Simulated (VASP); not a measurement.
# Sr (Fm-3m) in VASP: a series of runs

Sr is run at these levels: r2SCAN; tasks: single point.

All numbers are computed with VASP 6.6.1; they aren't measurements. Logs are shortened: lines on timing, memory, paths and dates and some standing lists are left out, and cuts for length are marked.

### Step 1. The cell of the first run

Symmetry: Fm-3m, No. 225, cubic system. Conventional cell: a = 6.104 Å, b = 6.104 Å, c = 6.104 Å, α = 90.00°, β = 90.00°, γ = 90.00°. Sr (site symmetry m-3m) has 12 Sr at 4.32 Å within 5.7 Å.

### Step 2. Single point, r2SCAN

POSCAR

```
Sr
1.0
    0.0000000000      3.0521104090      3.0521104090
    3.0521104090      0.0000000000      3.0521104090
    3.0521104090      3.0521104090      0.0000000000
Sr
1
Direct
    0.0000000000      0.0000000000      0.0000000000
```

INCAR.step1

```
SYSTEM = Sr
  ALGO = Normal
  EDIFF = 1E-4
  ENCUT = 520
  GGA = PE
  ISMEAR = 0
  LASPH = .TRUE.
  LCHARG = .FALSE.
  LREAL = .FALSE.
  LWAVE = .TRUE.
  NBANDS = 11
  NELM = 80
  PREC = Accurate
  SIGMA = 0.01
```

INCAR.step2

```
SYSTEM = Sr
  ALGO = Normal
  EDIFF = 1E-6
  ENCUT = 520
  ISIF = 2
  ISMEAR = 0
  ISTART = 1
  LASPH = .TRUE.
  LCHARG = .TRUE.
  LELF = .TRUE.
  LMIXTAU = .TRUE.
  LREAL = .FALSE.
  LVHAR = .TRUE.
  LWAVE = .FALSE.
  METAGGA = R2SCAN
  NBANDS = 11
  NELM = 80
  PREC = Accurate
  SIGMA = 0.01
```

KPOINTS

```
k-points
0
G
  9 9 9
  0 0 0
```

Potentials or basis: VASP PAW PBE potentials, release 64 (Sr_sv).

Command:

```console
$ cat potpaw_PBE.64/Sr_sv/POTCAR > POTCAR
$ cp INCAR.step1 INCAR
$ mpirun -np 1 vasp_std > vasp.out
$ cp INCAR.step2 INCAR
$ mpirun -np 1 vasp_std > vasp.out
```

OUTCAR:

```text
SYSTEM = Sr
   EDIFF = 1E-6
   ENCUT = 520
   ISIF = 2
   ISMEAR = 0
   ISTART = 1
   LASPH = .TRUE.
   LREAL = .FALSE.
   METAGGA = R2SCAN
   NELM = 80
   PREC = Accurate

 ion  position               nearest neighbor table
   1  0.000  0.000  0.000-

  LATTYP: Found a face centered cubic cell.
 ALAT       =     6.1042208180

  Lattice vectors:

 A1 = (   0.0000000000,   3.0521104090,   3.0521104090)
 A2 = (   3.0521104090,   0.0000000000,   3.0521104090)
 A3 = (   3.0521104090,   3.0521104090,   0.0000000000)

Analysis of symmetry for initial positions (statically):
=====================================================================
 Subroutine PRICEL returns:
 Original cell was already a primitive cell.

 Routine SETGRP: Setting up the symmetry group for a
 face centered cubic supercell.

 Subroutine GETGRP returns: Found 48 space group operations
 (whereof 48 operations were pure point group operations)
 out of a pool of 48 trial point group operations.

The static configuration has the point symmetry O_h .

Analysis of symmetry for dynamics (positions and initial velocities):
=====================================================================
 Subroutine PRICEL returns:
 Original cell was already a primitive cell.

 Routine SETGRP: Setting up the symmetry group for a
 face centered cubic supercell.

 Subroutine GETGRP returns: Found 48 space group operations
 (whereof 48 operations were pure point group operations)
 out of a pool of 48 trial point group operations.

The dynamic configuration has the point symmetry O_h .

 Subroutine INISYM returns: Found 48 space group operations
 (whereof 48 operations are pure point group operations),
 and found     1 'primitive' translations

----------------------------------------------------------------------------------------

                                     Primitive cell

  volume of cell :      56.8631

  direct lattice vectors                    reciprocal lattice vectors
     0.000000000  3.052110409  3.052110409    -0.163821072  0.163821072  0.163821072
     3.052110409  0.000000000  3.052110409     0.163821072 -0.163821072  0.163821072
     3.052110409  3.052110409  0.000000000     0.163821072  0.163821072 -0.163821072

  length of vectors
     4.316335934  4.316335934  4.316335934     0.283746421  0.283746421  0.283746421

[... 77 lines left out ...]
   NELM   =     80;   NELMIN=  2; NELMDL=  0     # of ELM steps
   EDIFF  = 0.1E-05   stopping-criterion for ELM
   LREAL  =      F    real-space projection
   EDIFFG = 0.1E-04   stopping-criterion for IOM
   NSW    =      0    number of steps for IOM
   IBRION =     -1    ionic relax: 0-MD 1-quasi-New 2-CG
   NFREE  =      0    steps in history (QN), initial steepest desc. (CG)
   ISIF   =      2    stress and relaxation
   ISYM   =      2    0-nonsym 1-usesym 2-fastsym
   POTIM  = 0.5000    time-step for ionic-motion
   TEBEG  =    0.0;   TEEND  =   0.0 temperature during run
   PSTRESS=    0.0 pullay stress
   NELECT =      10.0000    total number of electrons
   NUPDOWN=      -1.0000    fix difference up-down
   EMIN   =  10.00;   EMAX   =-10.00  energy-range for DOS
   EFERMI =   0.00;   METHOD = LEGACY
   ISMEAR =     0;   SIGMA  =   0.01  broadening in eV -4-tet -1-fermi 0-gaus
   EFERMI_NEDOS =   21; number of points for ismear=-14 and -15
   IALGO  =     38    algorithm
   IMIX   =      4    mixing-type and parameters
     AMIX     =   0.40;   BMIX     =  1.00
     AMIX_MAG =   1.60;   BMIX_MAG =  1.00
  volume/ion in A,a.u.               =      56.86       383.73
  Fermi-wavevector in a.u.,A,eV,Ry     =   0.917201  1.733259 11.446009  0.841258
  Thomas-Fermi vector in A             =   2.042143
   LORBIT       =      0    0 simple, 1 ext, 2 COOP (PROOUT), +10 PAW based schemes
   METAGGA = R2SCAN    functional components
   LHFCALC =     F    Hartree Fock is set to
   AEXX    =    0.0000 exact exchange contribution
   IVDW    =     0    specifies the selected vdW correction
   LEPSILON=     F    determine dielectric tensor
   LRPA    =     F    only Hartree local field effects (RPA)
 non-spin polarized calculation
 Gauss-broadening in eV      SIGMA  =   0.01
  energy-cutoff  :      520.00
  volume of cell :       56.86
 maximum number of plane-waves:      1550
   NGX = 17   NGY = 17   NGZ = 17

 number of electron      10.0000000 magnetization

 Free energy of the ion-electron system (eV)
  ---------------------------------------------------
  ext. energy  EPLUGINS =         0.00000000
  ---------------------------------------------------
  free energy    TOTEN  =       -15.09269362 eV

  energy without entropy =      -15.09234905  energy(sigma->0) =      -15.09252134

 E-fermi :   1.4544     XC(G=0):  -7.6856

 val. band max:        1.4514438744   @ k =  -0.4444   0.1111   0.0000
 cond. band min:       1.4573315097   @ k =  -0.3333   0.4444   0.2222
 fundamental gap:      0.0058876353
 Fermi energy:         1.4544080484

 k-point     1 :       0.0000    0.0000    0.0000
  band No.  band energies     occupation
      1     -36.5963      2.00000
      2     -17.8600      2.00000
      3     -17.8600      2.00000
      4     -17.8600      2.00000
      5      -2.2911      2.00000
      6       4.1569      0.00000
      7       4.1569      0.00000
      8       4.1569      0.00000
      9       5.6509      0.00000
     10       5.6509      0.00000
     11       8.9113      0.00000
[... 309 lines left out ...]
 k-point    24 :       0.4444    0.4444    0.0000
  band No.  band energies     occupation
      1     -36.5796      2.00000
      2     -18.0260      2.00000
      3     -17.9238      2.00000
      4     -17.9238      2.00000
      5       0.7645      2.00000
      6       2.0521      0.00000
      7       2.5463      0.00000
      8       6.3882      0.00000
      9       6.3882      0.00000
     10       6.6553      0.00000
     11       7.7289      0.00000

 [... further k-points ...]
[... 5 lines left out ...]
  --------------------------------------------------------------------------------------
  -------------------------------------------------------------------------------------
  Total       -0.0091583     -0.0091583     -0.0091583      0.0000000      0.0000000      0.0000000
  in kB       -0.2580459     -0.2580459     -0.2580459      0.0000000      0.0000000      0.0000000
  external PRESSURE =      -0.2580459 kB  Pullay stress =       0.0000000 kB

 VOLUME and BASIS-vectors are now :
 -----------------------------------------------------------------------------
  energy-cutoff  :      520.00
  volume of cell :       56.86
      direct lattice vectors                 reciprocal lattice vectors
     0.000000000  3.052110409  3.052110409    -0.163821072  0.163821072  0.163821072
     3.052110409  0.000000000  3.052110409     0.163821072 -0.163821072  0.163821072
     3.052110409  3.052110409  0.000000000     0.163821072  0.163821072 -0.163821072

 POSITION                                       TOTAL-FORCE (eV/Angst)
 -----------------------------------------------------------------------------------
      0.00000      0.00000      0.00000         0.000000     -0.000000     -0.000000
 -----------------------------------------------------------------------------------
    total drift:                               -0.000000      0.000000      0.000000

  FREE ENERGIE OF THE ION-ELECTRON SYSTEM (eV)
  ---------------------------------------------------
  free  energy   TOTEN  =       -15.0926936227 eV

  energy  without entropy=      -15.0923490492  energy(sigma->0) =      -15.09252134
```

OSZICAR.step1:

```text
N       E                     dE             d eps       ncg     rms          rms(c)
DAV:   1     0.372356553364E+02    0.37236E+02   -0.47603E+03   770   0.786E+02
DAV:   2     0.293276279847E+00   -0.36942E+02   -0.36390E+02   896   0.155E+02
DAV:   3    -0.155118801381E+01   -0.18445E+01   -0.18200E+01  1159   0.248E+01
DAV:   4    -0.162597757392E+01   -0.74790E-01   -0.74663E-01   995   0.475E+00
DAV:   5    -0.162914003609E+01   -0.31625E-02   -0.31624E-02  1130   0.684E-01    0.106E+01
DAV:   6    -0.163084567359E+01   -0.17056E-02   -0.67553E-03   905   0.932E-01    0.596E+00
DAV:   7    -0.163198385374E+01   -0.11382E-02   -0.11503E-02   809   0.121E+00    0.289E-01
DAV:   8    -0.163196559926E+01    0.18254E-04   -0.13679E-03  1190   0.219E-01    0.700E-02
DAV:   9    -0.163198615958E+01   -0.20560E-04   -0.18192E-05   499   0.371E-02
   1 F= -.16319862E+01 E0= -.16319862E+01  d E =-.419546E-08
```

Run time: 37 s. Hardware: 1 thread of Intel Xeon Platinum 8488C (Sapphire Rapids), shared host; peak memory 0.19 GiB.

What came out:

- Free energy: -15.0927 eV
- Pressure: 0.0 GPa
- Band gap on the k mesh: zero (filled and empty bands overlap)

Levels at points of the mesh, in eV from the Fermi level:
| k point | band 2 | band 3 | band 4 | band 5 | band 6 | band 7 | band 8 | band 9 |
| --- | --- | --- | --- | --- | --- | --- | --- | --- |
| (0.00, 0.00, 0.00) | -19.31 | -19.31 | -19.31 | -3.75 | 2.70 | 2.70 | 2.70 | 4.20 |

Caveat: the PAW data sets were made with another functional, which shifts forces and pressure a little.

### Step 3. Single point, r2SCAN

POSCAR is that of step 2.

INCAR.step1

```
SYSTEM = Sr
PREC = Accurate ; ENCUT = 520
ISMEAR = 0 ; SIGMA = 0.03
LREAL = .False. ; LASPH = .True.
NELM = 80 ; NBANDS = 11
GGA = PE ; ALGO = Normal
EDIFF = 1E-4 ; LWAVE = .True.
LCHARG = .False.
```

INCAR.step2

```
SYSTEM = Sr
PREC = Accurate ; ENCUT = 520
EDIFF = 1E-6 ; ISMEAR = 0
SIGMA = 0.03 ; LREAL = .False.
LASPH = .True. ; NELM = 80
ALGO = Normal ; ISIF = 2
LWAVE = .False. ; LCHARG = .False.
METAGGA = R2SCAN ; LMIXTAU = .True.
NBANDS = 11 ; ISTART = 1
```

KPOINTS

```
regular mesh
0
Gamma
  9 9 9
  0 0 0
```

Potentials or basis: VASP PAW PBE potentials, release 64 (Sr_sv).

Command:

```console
$ cat potpaw_PBE.64/Sr_sv/POTCAR > POTCAR
$ cp INCAR.step1 INCAR
$ mpirun -np 1 vasp_std > vasp.out
$ cp INCAR.step2 INCAR
$ mpirun -np 1 vasp_std > vasp.out
```

It took 44 s on 1 thread of Intel Xeon Platinum 8488C (Sapphire Rapids), shared host; peak memory 0.19 GiB.

It converged, with:

```
Free energy            : -15.0936 eV
Pressure               : 0.0 GPa
Band gap on the k mesh : zero (band 5 reaches 1.46 eV, above the bottom of band 6 at 1.45 eV)
```

Levels at points of the mesh, in eV from the Fermi level:
| k point | band 1 | band 2 | band 3 | band 4 | band 5 | band 6 | band 7 | band 8 | band 9 | band 10 |
| --- | --- | --- | --- | --- | --- | --- | --- | --- | --- | --- |
| (0.00, 0.00, 0.00) | -38.05 | -19.31 | -19.31 | -19.31 | -3.75 | 2.70 | 2.70 | 2.70 | 4.20 | 4.20 |

Caveat: the PAW data sets were made with another functional, which shifts forces and pressure a little.
